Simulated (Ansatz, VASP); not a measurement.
SrTe: VASP beside Ansatz

The input POSCAR:

```
SrTe
1.0
    0.0000000000      3.4198133696      3.4198133696
    3.4198133696      0.0000000000      3.4198133696
    3.4198133696      3.4198133696      0.0000000000
Sr Te
1 1
Direct
    0.0000000000      0.0000000000      0.0000000000
    0.5000000000      0.5000000000      0.5000000000
```

The input INCAR.step1:

```
PREC     = Accurate       # precision mode
ENCUT    = 550            # plane-wave cutoff, eV
ISMEAR   = 0              # smearing method
SIGMA    = 0.01           # smearing width, eV
LREAL    = False          # projectors in reciprocal space
LASPH    = True           # aspherical terms in the spheres
NELM     = 120            # most SCF steps
NBANDS   = 15             # bands
GGA      = PE             # functional
ALGO     = Normal         # electronic algorithm
EDIFF    = 1E-5           # SCF threshold, eV
LWAVE    = True           # write WAVECAR
LCHARG   = False          # write CHGCAR
GGA_COMPAT= False
```

File INCAR.step2:

```
PREC     = Accurate       # precision mode
ENCUT    = 550            # plane-wave cutoff, eV
EDIFF    = 1E-6           # SCF threshold, eV
ISMEAR   = 0              # smearing method
SIGMA    = 0.01           # smearing width, eV
LREAL    = False          # projectors in reciprocal space
LASPH    = True           # aspherical terms in the spheres
NELM     = 120            # most SCF steps
ALGO     = Normal         # electronic algorithm
ISIF     = 2              # what is computed and relaxed
LWAVE    = False          # write WAVECAR
LCHARG   = False          # write CHGCAR
METAGGA  = R2SCAN         # meta-GGA
LMIXTAU  = True         
NBANDS   = 15             # bands
ISTART   = 1            
GGA_COMPAT= False
```

Contents of KPOINTS:

```
Automatic mesh
0
Gamma
  6 6 6
```

Input for Ansatz:

```yaml
crystal:
  lattice:
    - [0.0, 3.4198133696, 3.4198133696]
    - [3.4198133696, 0.0, 3.4198133696]
    - [3.4198133696, 3.4198133696, 0.0]
  atoms:
    - { symbol: Sr, position: [0.0, 0.0, 0.0] }
    - { symbol: Te, position: [0.5, 0.5, 0.5] }
kpoints:
  mp_grid: { grid: [6, 6, 6] }
  band_path:
    path:
      - [0.0, 0.0, 0.0]
      - [0.5, 0.0, 0.5]
      - [0.625, 0.25, 0.625]
      - [0.375, 0.375, 0.75]
      - [0.5, 0.5, 0.5]
      - [0.5, 0.25, 0.75]
      - [0.0, 0.5, 0.5]
    npoints: 1
hamiltonian:
  xc: r2scan
scf:
  occupations: { method: fixed }
  n_extra_bands: 4
output:
  forces: true
  stress: true
  eigenvalues: true
```

Change from the starting cell: hydrostatic strain +2.0%.

Alike in both runs: task single point; functional r2SCAN; k mesh 6 × 6 × 6; no spin polarisation.

|  | VASP | Ansatz |
| --- | --- | --- |
| version | VASP 6.6.1 | Ansatz 0.2.0 |
| potentials or method | VASP PAW PBE potentials, release 64 (Sr_sv, Te) | plane waves, PAW |
| plane-wave cutoff (eV) | 550 | 500 |
| occupations | gaussian, width 0.01 eV | fixed |
| valence electrons in the cell | 16 | 26 |

Ansatz gave:

| Item | Value |
| --- | --- |
| gap on the k mesh at the Fermi level (eV) | 2.30 |
| pressure (GPa) | -1.8 |

Problem. What did VASP give for the same quantities?

Solution. gap on the k mesh at the Fermi level (eV): 2.28; pressure (GPa): -1.7.

VASP's potentials were made for PBE, not for r2SCAN. VASP's potentials hold 16 valence electrons a cell and Ansatz's 26, so a difference there can come from the potentials and not from the codes.

Spin-orbit coupling is off throughout.
